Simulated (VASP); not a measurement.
# Cu (I4/mmm) in VASP: notebook

Runs on Cu. Level: PBE. Tasks: single point.

Program: VASP 6.6.1. These are calculated values, not measurements. Logs are shortened: lines on timing, memory, paths and dates and some standing lists are left out, and cuts for length are marked.

### Step 1. The cell of the first run

Symmetry: I4/mmm, No. 139, tetragonal system. The conventional cell has a = 2.277 Å, b = 2.277 Å, c = 4.554 Å, α = 90.00°, β = 90.00°, γ = 90.00°. Within 3.0 Å of Cu (site symmetry 4/mmm) lie 12 Cu at 2.28 to 2.79 Å.

### Step 2. Single point, PBE

Input file INCAR:

```
PREC = Accurate ; ENCUT = 520
EDIFF = 1E-7 ; ISMEAR = 0
SIGMA = 0.15 ; LREAL = False
LASPH = True ; NELM = 60
ALGO = Fast ; ISIF = 2
LWAVE = False ; LCHARG = True
GGA = PE ; LELF = True
LVHAR = True ; NBANDS = 12
```

Input file KPOINTS:

```
Automatic mesh
0
Gamma
  24 24 24
```

Input file POSCAR:

```
Cu
1.0
    0.0000000000      1.6103804991      2.2770780257
    1.6103804991      0.0000000000      2.2770780257
    1.6103804991      1.6103804991      0.0000000000
Cu
1
Direct
    0.0000000000      0.0000000000      0.0000000000
```

Potentials or basis: VASP PAW PBE potentials, release 64 (Cu).

Launch:

```sh
cat potpaw_PBE.64/Cu/POTCAR > POTCAR
mpirun -np 1 vasp_std > vasp.out
```

OUTCAR:

```text
PREC = Accurate
   ENCUT = 520
   EDIFF = 1E-7
   ISMEAR = 0
   LREAL = False
   LASPH = True
   NELM = 60
   ISIF = 2
   GGA = PE

 ion  position               nearest neighbor table
   1  0.000  0.000  0.000-

  LATTYP: Found a body centered tetragonal cell.
 ALAT       =     2.2774219424
 C/A-ratio  =     1.9996979772

  Lattice vectors:

 A1 = (  -1.6103804991,   0.0000000000,   2.2770780257)
 A2 = (   1.6103804991,   0.0000000000,   2.2770780257)
 A3 = (   0.0000000000,   1.6103804991,  -2.2770780257)

Analysis of symmetry for initial positions (statically):
=====================================================================
 Subroutine PRICEL returns:
 Original cell was already a primitive cell.

 Routine SETGRP: Setting up the symmetry group for a
 body centered tetragonal supercell.

 Subroutine GETGRP returns: Found 16 space group operations
 (whereof 16 operations were pure point group operations)
 out of a pool of 16 trial point group operations.

The static configuration has the point symmetry D_4h.

Analysis of symmetry for dynamics (positions and initial velocities):
=====================================================================
 Subroutine PRICEL returns:
 Original cell was already a primitive cell.

 Routine SETGRP: Setting up the symmetry group for a
 body centered tetragonal supercell.

 Subroutine GETGRP returns: Found 16 space group operations
 (whereof 16 operations were pure point group operations)
 out of a pool of 16 trial point group operations.

The dynamic configuration has the point symmetry D_4h.

 Subroutine INISYM returns: Found 16 space group operations
 (whereof 16 operations are pure point group operations),
 and found     1 'primitive' translations

----------------------------------------------------------------------------------------

                                     Primitive cell

  volume of cell :      11.8104

  direct lattice vectors                    reciprocal lattice vectors
     0.000000000  1.610380499  2.277078026    -0.310485628  0.310485628  0.219579652
     1.610380499  0.000000000  2.277078026     0.310485628 -0.310485628  0.219579652
     1.610380499  1.610380499  0.000000000     0.310485628  0.310485628 -0.219579652

  length of vectors
     2.788980044  2.788980044  2.277421942     0.490935712  0.490935712  0.490935712

  position of ions in fractional coordinates (direct lattice)
     0.000000000  0.000000000  0.000000000

  ion indices of the primitive-cell ions
   primitive index   ion index
                 1           1

----------------------------------------------------------------------------------------

 KPOINTS: Automatic mesh

Automatic generation of k-mesh.
 Grid dimensions read from file:
 generate k-points for:   24   24   24

 Generating k-lattice:

  Cartesian coordinates                     Fractional coordinates (reciprocal lattice)
    -0.012936901  0.012936901  0.009149152     0.041666667  0.000000000  0.000000000
     0.012936901 -0.012936901  0.009149152     0.000000000  0.041666667  0.000000000
     0.012936901  0.012936901 -0.009149152    -0.000000000 -0.000000000  0.041666667

  Length of vectors
     0.020455655  0.020455655  0.020455655

  Shift w.r.t. Gamma in fractional coordinates (k-lattice)
     0.000000000  0.000000000  0.000000000

 Subroutine IBZKPT returns following result:
 ===========================================

 Found   1063 irreducible k-points:

 Following reciprocal coordinates:
            Coordinates               Weight
  0.000000  0.000000  0.000000      1.000000
  0.041667 -0.000000  0.000000      8.000000
  0.083333 -0.000000  0.000000      8.000000
  0.125000 -0.000000  0.000000      8.000000
  0.166667 -0.000000  0.000000      8.000000
  0.208333 -0.000000  0.000000      8.000000
[... 16 lines left out ...]
  0.416667  0.041667  0.000000      8.000000
  0.458333  0.041667  0.000000      8.000000
 [... further k-points ...]
   k-points           NKPTS =   1063   k-points in BZ     NKDIM =   1063   number of bands    NBANDS=     12
   number of dos      NEDOS =    301   number of ions     NIONS =      1
   total plane-waves  NPLWV =  10368
   dimension x,y,z NGX =    24 NGY =   24 NGZ =   18
   dimension x,y,z NGXF=    48 NGYF=   48 NGZF=   36
   ions per type =               1
   NGX,Y,Z   is equivalent  to a cutoff of  14.31, 14.31, 13.14 a.u.
   NGXF,Y,Z  is equivalent  to a cutoff of  28.61, 28.61, 26.28 a.u.
 SYSTEM =  unknown system
   PREC   = accura    normal or accurate (medium, high low for compatibility)
   ISTART =      0    job   : 0-new  1-cont  2-samecut
   ICHARG =      2    charge: 1-file 2-atom 10-const
   ISPIN  =      1    spin polarized calculation?
   LNONCOLLINEAR =      F non collinear calculations
   LSORBIT =      F    spin-orbit coupling
   LASPH  =      T    aspherical Exc in radial PAW
   ENCUT  =  520.0 eV  38.22 Ry    6.18 a.u.   5.19  5.19  4.23*2*pi/ulx,y,z
   NELM   =     60;   NELMIN=  2; NELMDL= -5     # of ELM steps
   EDIFF  = 0.1E-06   stopping-criterion for ELM
   LREAL  =      F    real-space projection
   EDIFFG = 0.1E-05   stopping-criterion for IOM
   NSW    =      0    number of steps for IOM
   IBRION =     -1    ionic relax: 0-MD 1-quasi-New 2-CG
   NFREE  =      0    steps in history (QN), initial steepest desc. (CG)
   ISIF   =      2    stress and relaxation
   ISYM   =      2    0-nonsym 1-usesym 2-fastsym
   POTIM  = 0.5000    time-step for ionic-motion
   TEBEG  =    0.0;   TEEND  =   0.0 temperature during run
   PSTRESS=    0.0 pullay stress
   NELECT =      11.0000    total number of electrons
   NUPDOWN=      -1.0000    fix difference up-down
   EMIN   =  10.00;   EMAX   =-10.00  energy-range for DOS
   EFERMI =   0.00;   METHOD = LEGACY
   ISMEAR =     0;   SIGMA  =   0.15  broadening in eV -4-tet -1-fermi 0-gaus
   EFERMI_NEDOS =   21; number of points for ismear=-14 and -15
   IALGO  =     68    algorithm
   IMIX   =      4    mixing-type and parameters
     AMIX     =   0.40;   BMIX     =  1.00
     AMIX_MAG =   1.60;   BMIX_MAG =  1.00
  volume/ion in A,a.u.               =      11.81        79.70
  Fermi-wavevector in a.u.,A,eV,Ry     =   1.598763  3.021224 34.777078  2.556043
  Thomas-Fermi vector in A             =   2.696162
   LORBIT       =      0    0 simple, 1 ext, 2 COOP (PROOUT), +10 PAW based schemes
   GGA     = PE    functional components
   LHFCALC =     F    Hartree Fock is set to
   AEXX    =    0.0000 exact exchange contribution
   IVDW    =     0    specifies the selected vdW correction
   LEPSILON=     F    determine dielectric tensor
   LRPA    =     F    only Hartree local field effects (RPA)
 non-spin polarized calculation
 RMM-DIIS sequential band-by-band and
 Gauss-broadening in eV      SIGMA  =   0.15
  energy-cutoff  :      520.00
  volume of cell :       11.81
 maximum number of plane-waves:       330
 NGX is ok and might be reduce to    24

 number of electron      10.9999999 magnetization

 Free energy of the ion-electron system (eV)
  ---------------------------------------------------
  ext. energy  EPLUGINS =         0.00000000
  ---------------------------------------------------
  free energy    TOTEN  =        -3.40379947 eV

  energy without entropy =       -3.40059248  energy(sigma->0) =       -3.40219598

 E-fermi :   7.5620     XC(G=0): -12.6905

 val. band max:        7.5592268284   @ k =   0.4583   0.0417   0.2083
 cond. band min:       7.5625910321   @ k =  -0.3750   0.0000   0.1667
 fundamental gap:      0.0033642037
 Fermi energy:         7.5620396371

 k-point     1 :       0.0000    0.0000    0.0000
  band No.  band energies     occupation
      1      -1.7339      2.00000
      2       3.3482      2.00000
      3       4.1945      2.00000
      4       5.3437      2.00000
      5       5.3437      2.00000
      6       6.0962      2.00000
      7      26.6704      0.00000
      8      31.1362      0.00000
      9      32.3205      0.00000
     10      34.2774      0.00000
     11      34.2774      0.00000
     12      34.9942      0.00000

 k-point     2 :       0.0417   -0.0000    0.0000
  band No.  band energies     occupation
      1      -1.6671      2.00000
      2       3.3663      2.00000
      3       4.2059      2.00000
      4       5.3191      2.00000
      5       5.3515      2.00000
      6       6.0802      2.00000
      7      26.4989      0.00000
      8      31.2621      0.00000
      9      31.8265      0.00000
     10      33.5700      0.00000
     11      34.2143      0.00000
     12      34.3708      0.00000

 k-point     3 :       0.0833   -0.0000    0.0000
  band No.  band energies     occupation
      1      -1.4677      2.00000
      2       3.4178      2.00000
      3       4.2402      2.00000
      4       5.2504      2.00000
      5       5.3742      2.00000
      6       6.0336      2.00000
      7      26.0635      0.00000
      8      29.9726      0.00000
      9      31.4293      0.00000
     10      33.1759      0.00000
     11      33.9734      0.00000
     12      34.0804      0.00000
[... 286 lines left out ...]
 k-point    23 :       0.4167    0.0417    0.0000
  band No.  band energies     occupation
      1       2.3491      2.00000
      2       3.7306      2.00000
      3       5.2667      2.00000
      4       5.3654      2.00000
      5       5.8394      2.00000
      6       5.8498      2.00000
      7      14.6039      0.00000
      8      20.8144      0.00000
      9      28.0345      0.00000
     10      34.3205      0.00000
     11      34.4176      0.00000
     12      41.2220      0.00000

 k-point    24 :       0.4583    0.0417    0.0000
  band No.  band energies     occupation
      1       2.5445      2.00000
      2       3.7098      2.00000
      3       5.2022      2.00000
      4       5.7688      2.00000
      5       5.8635      2.00000
      6       6.3434      2.00000
      7      13.1485      0.00000
      8      20.6615      0.00000
      9      27.6927      0.00000
     10      34.3860      0.00000
     11      35.0596      0.00000
     12      40.2079      0.00000

 [... further k-points ...]
[... 5 lines left out ...]
  --------------------------------------------------------------------------------------
  -------------------------------------------------------------------------------------
  Total        2.1407804      2.1407804     -1.3371707      0.0000000      0.0000000     -0.0000000
  in kB      290.4141664    290.4141664   -181.3980166      0.0000000      0.0000000     -0.0000000
  external PRESSURE =     133.1434388 kB  Pullay stress =       0.0000000 kB

 VOLUME and BASIS-vectors are now :
 -----------------------------------------------------------------------------
  energy-cutoff  :      520.00
  volume of cell :       11.81
      direct lattice vectors                 reciprocal lattice vectors
     0.000000000  1.610380499  2.277078026    -0.310485628  0.310485628  0.219579652
     1.610380499  0.000000000  2.277078026     0.310485628 -0.310485628  0.219579652
     1.610380499  1.610380499  0.000000000     0.310485628  0.310485628 -0.219579652

 POSITION                                       TOTAL-FORCE (eV/Angst)
 -----------------------------------------------------------------------------------
      0.00000      0.00000      0.00000         0.000000     -0.000000      0.000000
 -----------------------------------------------------------------------------------
    total drift:                               -0.000000      0.000000     -0.000000

  FREE ENERGIE OF THE ION-ELECTRON SYSTEM (eV)
  ---------------------------------------------------
  free  energy   TOTEN  =        -3.4037994696 eV

  energy  without entropy=       -3.4005924825  energy(sigma->0) =       -3.40219598
```

Wall time 1.7 min (1 thread of Intel Xeon Platinum 8375C at 2.90GHz (Ice Lake), shared host); peak memory 0.26 GiB.

Results:

```
Free energy : -3.4038 eV
Pressure    : 13.3 GPa
```

Stress tensor (GPa, compression positive):
```
 29.04   0.00   0.00
  0.00  29.04   0.00
  0.00   0.00 -18.14
```

Levels at points of the mesh, in eV from the Fermi level:
```
           k point  band 3  band 4  band 5  band 6  band 7  band 8  band 9  band 10
(0.00, 0.00, 0.00)   -3.37   -2.22   -2.22   -1.47   19.11   23.57   24.76    26.72
(0.50, 0.00, 0.00)   -2.42   -1.69   -1.59   -0.61    4.40   13.68   19.19    27.02
(0.50, 0.50, 0.00)   -1.99   -1.56   -1.56   -1.38    2.08   19.25   19.25    22.94
(0.50, 0.00, 0.50)   -2.30   -1.83   -0.75    4.43   10.43   11.18   12.45    16.55
```

### Step 3. Single point, PBE

This run uses another cell than the first one, of the same volume but with other edges.

Input file INCAR:

```
SYSTEM = Cu
  ALGO = Fast
  EDIFF = 1E-6
  ENCUT = 520
  GGA = PE
  ISIF = 2
  ISMEAR = 0
  LASPH = .True.
  LCHARG = .False.
  LREAL = .False.
  LWAVE = .False.
  NBANDS = 12
  NELM = 80
  PREC = Accurate
  SIGMA = 0.15
```

Input file KPOINTS:

```
k-points
0
Gamma
  24 24 24
  0 0 0
```

Input file POSCAR:

```
Cu
1.0
    0.0000000000      1.9081184495      1.6219006821
    1.9081184495      0.0000000000      1.6219006821
    1.9081184495      1.9081184495      0.0000000000
Cu
1
Direct
    0.0000000000      0.0000000000      0.0000000000
```

Potentials or basis: VASP PAW PBE potentials, release 64 (Cu).

Launch:

```sh
cat potpaw_PBE.64/Cu/POTCAR > POTCAR
mpirun -np 1 vasp_std > vasp.out
```

It took 99 s on 1 thread of Intel Xeon Platinum 8375C at 2.90GHz (Ice Lake), shared host; peak memory 0.25 GiB.

The run converged. Its results:

```yaml
Free_energy: -3.7074 eV
Pressure: 2.9 GPa
```

Stress tensor (GPa, compression positive):
```
1.74 0.00 0.00
0.00 1.74 0.00
0.00 0.00 5.11
```

Levels at points of the mesh, in eV from the Fermi level:
```tsv
k point	band 3	band 4	band 5	band 6	band 7	band 8	band 9	band 10
(0.00, 0.00, 0.00)	-3.19	-2.62	-2.54	-1.96	23.12	25.23	25.23	26.13
(0.50, 0.00, 0.00)	-2.63	-1.82	-1.48	-0.91	3.88	19.33	19.66	23.09
(0.50, 0.50, 0.00)	-1.64	-1.48	-1.48	4.18	10.16	10.65	10.65	15.57
(0.50, 0.00, 0.50)	-1.75	-1.75	-1.35	0.43	5.75	14.65	14.79	18.95
```

[end of part 1 of 2]
